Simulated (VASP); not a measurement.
# MgO2 (Pnma) in VASP: single point with PBEsol

Aim: the single point of MgO2 with PBEsol.

Everything below comes from runs of VASP 6.6.1. Logs are shortened: lines on timing, memory, paths and dates and some standing lists are left out, and cuts for length are marked.

## (1) The cell of the first run

The typed cell holds 12 atoms: a = 7.729 Å, b = 3.812 Å, c = 3.819 Å, α = 90.00°, β = 90.00°, γ = 90.00°.

## (2) Single point, PBEsol, collinear spin, ferromagnetic start

The input, INCAR:

```
SYSTEM = MgO2
PREC = Accurate
ENCUT = 520
EDIFF = 1E-7
ISMEAR = 0
SIGMA = 0.1
LREAL = .False.
LASPH = .True.
NELM = 150
ALGO = Normal
ISIF = 2
LWAVE = .False.
LCHARG = .False.
ISPIN = 2
MAGMOM = 0 0 0 0 0.7 0.7 0.7 0.7 1.21 1.21 1.21 1.21
LORBIT = 11
GGA = PS
NBANDS = 44
```

The input, KPOINTS:

```
regular mesh
0
Gamma
  2 6 4
  0 0 0
```

The input, POSCAR:

```
MgO2
1.0
    7.7285306407      0.0000000000      0.0000000000
    0.0000000000      3.8116305552      0.0000000000
    0.0000000000      0.0000000000      3.8186475552
Mg O
4 8
Direct
    0.1249876547      0.2500000000      1.2503406709
    0.8750123453      0.7500000000     -0.2503406709
    0.3750123453      0.7500000000      0.7503406709
    0.6249876547      0.2500000000      0.2496593291
    0.7498161603      0.2500000000     -0.2505519276
    0.2501838397      0.7500000000      1.2505519276
    0.7501838397      0.7500000000      0.2494480724
    0.2498161603      0.2500000000      0.7505519276
    1.0001818913      0.2500000000      0.7500425473
   -0.0001818913      0.7500000000      0.2499574527
    0.4998181087      0.7500000000      0.2500425473
    0.5001818913      0.2500000000      0.7499574527
```

Potentials or basis: VASP PAW PBE potentials, release 64 (Mg, O).

Command:

```
$ cat potpaw_PBE.64/Mg/POTCAR potpaw_PBE.64/O/POTCAR > POTCAR
$ mpirun -np 1 vasp_std > vasp.out
```

OUTCAR:

```text
SYSTEM = MgO2
   PREC = Accurate
   ENCUT = 520
   EDIFF = 1E-7
   ISMEAR = 0
   LREAL = .False.
   LASPH = .True.
   NELM = 150
   ISIF = 2
   ISPIN = 2
   LORBIT = 11
   GGA = PS

 ion  position               nearest neighbor table
   1  0.125  0.250  0.250-  10 2.14  10 2.14   6 2.14   6 2.14   9 2.14   8 2.14   8 2.14   9 2.14
                             2 3.32   2 3.32   3 3.32   3 3.32   3 3.32   3 3.32   2 3.32   2 3.32
   2  0.875  0.750  0.750-   9 2.14   9 2.14   5 2.14   5 2.14  10 2.14   7 2.14   7 2.14  10 2.14
                             1 3.32   1 3.32   4 3.32   4 3.32   4 3.32   4 3.32   1 3.32   1 3.32
   3  0.375  0.750  0.750-  12 2.14  12 2.14   8 2.14   8 2.14  11 2.14   6 2.14   6 2.14  11 2.14
                             4 3.32   4 3.32   1 3.32   1 3.32   1 3.32   1 3.32   4 3.32   4 3.32
   4  0.625  0.250  0.250-  11 2.14  11 2.14   7 2.14   7 2.14  12 2.14   5 2.14   5 2.14  12 2.14
                             3 3.32   3 3.32   2 3.32   2 3.32   2 3.32   2 3.32   3 3.32   3 3.32
   5  0.750  0.250  0.749-  12 1.93   9 1.93   2 2.14   2 2.14   4 2.14   4 2.14
   6  0.250  0.750  0.251-  11 1.93  10 1.93   1 2.14   1 2.14   3 2.14   3 2.14
   7  0.750  0.750  0.249-  10 1.93  11 1.93   4 2.14   4 2.14   2 2.14   2 2.14
   8  0.250  0.250  0.751-   9 1.93  12 1.93   3 2.14   3 2.14   1 2.14   1 2.14
   9  0.000  0.250  0.750-   8 1.93   5 1.93   2 2.14   2 2.14   1 2.14   1 2.14
  10  1.000  0.750  0.250-   7 1.93   6 1.93   1 2.14   1 2.14   2 2.14   2 2.14
  11  0.500  0.750  0.250-   6 1.93   7 1.93   4 2.14   4 2.14   3 2.14   3 2.14
  12  0.500  0.250  0.750-   5 1.93   8 1.93   3 2.14   3 2.14   4 2.14   4 2.14

  LATTYP: Found a simple orthorhombic cell.
 ALAT       =     3.8116305552
 B/A-ratio  =     1.0018409444
 C/A-ratio  =     2.0276179784

  Lattice vectors:

 A1 = (   0.0000000000,   3.8116305552,   0.0000000000)
 A2 = (   0.0000000000,   0.0000000000,   3.8186475552)
 A3 = (   7.7285306407,   0.0000000000,   0.0000000000)

Analysis of symmetry for initial positions (statically):
=====================================================================
 Subroutine PRICEL returns:
 Original cell was already a primitive cell.

 Routine SETGRP: Setting up the symmetry group for a
 simple orthorhombic supercell.

 Subroutine GETGRP returns: Found  8 space group operations
 (whereof  2 operations were pure point group operations)
 out of a pool of  8 trial point group operations.

The static configuration has the point symmetry S_2 .
 The point group associated with its full space group is D_2h.

Analysis of symmetry for dynamics (positions and initial velocities):
=====================================================================
 Subroutine PRICEL returns:
 Original cell was already a primitive cell.

 Routine SETGRP: Setting up the symmetry group for a
 simple orthorhombic supercell.

 Subroutine GETGRP returns: Found  8 space group operations
 (whereof  2 operations were pure point group operations)
 out of a pool of  8 trial point group operations.

The dynamic configuration has the point symmetry S_2 .
 The point group associated with its full space group is D_2h.

Analysis of structural, dynamic, and magnetic symmetry:
=====================================================================
 Subroutine PRICEL returns:
 Original cell was already a primitive cell.

 Routine SETGRP: Setting up the symmetry group for a
 simple orthorhombic supercell.

 Subroutine GETGRP returns: Found  8 space group operations
 (whereof  2 operations were pure point group operations)
 out of a pool of  8 trial point group operations.

The overall configuration has the point symmetry S_2 .
 The point group associated with its full space group is D_2h.

 Subroutine INISYM returns: Found  8 space group operations
 (whereof  2 operations are pure point group operations),
 and found     1 'primitive' translations

----------------------------------------------------------------------------------------

                                     Primitive cell

  volume of cell :     112.4909

  direct lattice vectors                    reciprocal lattice vectors
     7.728530641  0.000000000  0.000000000     0.129390701  0.000000000  0.000000000
     0.000000000  3.811630555  0.000000000     0.000000000  0.262354912  0.000000000
     0.000000000  0.000000000  3.818647555     0.000000000  0.000000000  0.261872819

  length of vectors
     7.728530641  3.811630555  3.818647555     0.129390701  0.262354912  0.261872819

  position of ions in fractional coordinates (direct lattice)
[... 104 lines left out ...]
   ISIF   =      2    stress and relaxation
   ISYM   =      2    0-nonsym 1-usesym 2-fastsym
   POTIM  = 0.5000    time-step for ionic-motion
   TEBEG  =    0.0;   TEEND  =   0.0 temperature during run
   PSTRESS=    0.0 pullay stress
   NELECT =      56.0000    total number of electrons
   NUPDOWN=      -1.0000    fix difference up-down
   EMIN   =  10.00;   EMAX   =-10.00  energy-range for DOS
   EFERMI =   0.00;   METHOD = LEGACY
   ISMEAR =     0;   SIGMA  =   0.10  broadening in eV -4-tet -1-fermi 0-gaus
   EFERMI_NEDOS =   21; number of points for ismear=-14 and -15
   IALGO  =     38    algorithm
   IMIX   =      4    mixing-type and parameters
     AMIX     =   0.40;   BMIX     =  1.00
     AMIX_MAG =   1.60;   BMIX_MAG =  1.00
  volume/ion in A,a.u.               =       9.37        63.26
  Fermi-wavevector in a.u.,A,eV,Ry     =   1.297473  2.451869 22.904548  1.683437
  Thomas-Fermi vector in A             =   2.428863
   LORBIT       =     11    0 simple, 1 ext, 2 COOP (PROOUT), +10 PAW based schemes
   GGA     = PS    functional components
   LHFCALC =     F    Hartree Fock is set to
   AEXX    =    0.0000 exact exchange contribution
   IVDW    =     0    specifies the selected vdW correction
   LEPSILON=     F    determine dielectric tensor
   LRPA    =     F    only Hartree local field effects (RPA)
 spin polarized calculation
 Gauss-broadening in eV      SIGMA  =   0.10
  energy-cutoff  :      520.00
  volume of cell :      112.49
 maximum number of plane-waves:      3050
 NGX is ok and might be reduce to    60
   NGX = 29   NGY = 15   NGZ = 15

 number of electron      55.9999972 magnetization       0.0067445

 number of electron      55.9999972 magnetization      -0.0001074

 Free energy of the ion-electron system (eV)
  ---------------------------------------------------
  ext. energy  EPLUGINS =         0.00000000
  ---------------------------------------------------
  free energy    TOTEN  =       -65.80557465 eV

  energy without entropy =      -65.77356642  energy(sigma->0) =      -65.78957053

 E-fermi :   2.6083     XC(G=0): -11.1458

 val. band max:        2.5985323733   @ k =   0.0000   0.0000   0.2500
 cond. band min:       2.6093410639   @ k =   0.5000   0.1667   0.2500
 fundamental gap:      0.0108086907
 Fermi energy:         2.6083373645

 spin component 1

 k-point     1 :       0.0000    0.0000    0.0000
  band No.  band energies     occupation
      1     -16.8467      1.00000
      2     -15.3795      1.00000
      3     -15.2050      1.00000
      4     -15.2048      1.00000
      5     -13.8690      1.00000
      6     -13.8688      1.00000
[... 1021 lines left out ...]
     39      14.2935      0.00000
     40      14.2935      0.00000
 Fermi energy:         2.6083373645

 spin component 2

 k-point     1 :       0.0000    0.0000    0.0000
  band No.  band energies     occupation
      1     -16.8467      1.00000
      2     -15.3796      1.00000
      3     -15.2050      1.00000
      4     -15.2048      1.00000
      5     -13.8690      1.00000
      6     -13.8688      1.00000
[... 1021 lines left out ...]
     39      14.2935      0.00000
     40      14.2935      0.00000
 [bands above 40 left out]

------------------------ aborting loop because EDIFF is reached ----------------------------------------

  FORCE on cell =-STRESS in cart. coord.  units (eV):
  Direction    XX          YY          ZZ          XY          YZ          ZX
  --------------------------------------------------------------------------------------
  -------------------------------------------------------------------------------------
  Total       -0.3018428     -0.3027170     -0.4098802      0.0000000      0.0000000      0.0000000
  in kB       -4.2990655     -4.3115162     -5.8378139      0.0000000      0.0000000      0.0000000
  external PRESSURE =      -4.8161319 kB  Pullay stress =       0.0000000 kB

 VOLUME and BASIS-vectors are now :
 -----------------------------------------------------------------------------
  energy-cutoff  :      520.00
  volume of cell :      112.49
      direct lattice vectors                 reciprocal lattice vectors
     7.728530641  0.000000000  0.000000000     0.129390701  0.000000000  0.000000000
     0.000000000  3.811630555  0.000000000     0.000000000  0.262354912  0.000000000
     0.000000000  0.000000000  3.818647555     0.000000000  0.000000000  0.261872819

 POSITION                                       TOTAL-FORCE (eV/Angst)
 -----------------------------------------------------------------------------------
      0.96597      0.95291      0.95596         0.000541     -0.000000     -0.002380
      6.76256      2.85872      2.86268        -0.000541     -0.000000      0.002380
      2.89829      2.85872      2.86529        -0.000541     -0.000000     -0.002380
      4.83024      0.95291      0.95336         0.000541     -0.000000      0.002380
      5.79498      0.95291      2.86188         0.004485      0.000000      0.006491
      1.93355      2.85872      0.95677        -0.004485     -0.000000     -0.006491
      5.79782      2.85872      0.95255        -0.004485      0.000000      0.006491
      1.93071      0.95291      2.86609         0.004485     -0.000000     -0.006491
      0.00141      0.95291      2.86415        -0.004451     -0.000000      0.001123
      7.72712      2.85872      0.95450         0.004451      0.000000     -0.001123
      3.86286      2.85872      0.95482         0.004451     -0.000000      0.001123
      3.86567      0.95291      2.86382        -0.004451     -0.000000     -0.001123
 -----------------------------------------------------------------------------------
    total drift:                                0.000000     -0.000000      0.000000

  FREE ENERGIE OF THE ION-ELECTRON SYSTEM (eV)
  ---------------------------------------------------
  free  energy   TOTEN  =       -65.8055746483 eV

  energy  without entropy=      -65.7735664152  energy(sigma->0) =      -65.78957053

 total charge

# of ion       s       p       d       tot
------------------------------------------
    1        0.130   0.162   0.074   0.365
    2        0.130   0.162   0.074   0.365
    3        0.130   0.162   0.074   0.365
    4        0.130   0.162   0.074   0.365
    5        1.602   3.269   0.000   4.871
    6        1.602   3.269   0.000   4.871
    7        1.602   3.269   0.000   4.871
    8        1.602   3.269   0.000   4.871
    9        1.602   3.269   0.000   4.871
   10        1.602   3.269   0.000   4.871
   11        1.602   3.269   0.000   4.871
   12        1.602   3.269   0.000   4.871
--------------------------------------------------
tot         13.334  26.797   0.294  40.425

 magnetization (x)

# of ion       s       p       d       tot
------------------------------------------
    1        0.000   0.000   0.000   0.000
    2        0.000   0.000   0.000   0.000
    3        0.000   0.000   0.000   0.000
    4        0.000   0.000   0.000   0.000
    5       -0.000  -0.000   0.000  -0.000
    6       -0.000  -0.000   0.000  -0.000
    7       -0.000  -0.000   0.000  -0.000
    8       -0.000  -0.000   0.000  -0.000
    9        0.000  -0.000   0.000  -0.000
   10        0.000  -0.000   0.000  -0.000
   11        0.000  -0.000   0.000  -0.000
   12        0.000  -0.000   0.000  -0.000
--------------------------------------------------
tot          0.000  -0.000   0.000  -0.000
```

Wall time 3.6 min (1 thread of Intel Xeon Platinum 8488C (Sapphire Rapids), shared host); peak memory 0.33 GiB.

What came out:

```yaml
Free_energy: -65.8056 eV
Pressure: -0.5 GPa
Largest_force: 0.008 eV/Å
Band_gap_on_the_k_mesh: zero (filled and empty bands overlap)
Net_moment: 0.00 μB per cell
Valence_electrons_inside_the_program's_atomic_spheres: Mg 0.36; O 4.87
```

Forces in eV/Å, atoms in the order of the input:
```
Mg   0.001  0.000 -0.002
Mg  -0.001  0.000  0.002
Mg  -0.001  0.000 -0.002
Mg   0.001  0.000  0.002
O    0.004  0.000  0.006
O   -0.004  0.000 -0.006
O   -0.004  0.000  0.006
O    0.004  0.000 -0.006
O   -0.004  0.000  0.001
O    0.004  0.000 -0.001
O    0.004  0.000  0.001
O   -0.004  0.000 -0.001
```

Stress tensor (GPa, compression positive):
```
-0.43  0.00  0.00
 0.00 -0.43  0.00
 0.00  0.00 -0.58
```

Caveat: the k points lie up to 0.41 Å⁻¹ apart, too coarse for converged energies and pressures of a metal; the PAW data sets were made with another functional, which shifts forces and pressure a little.
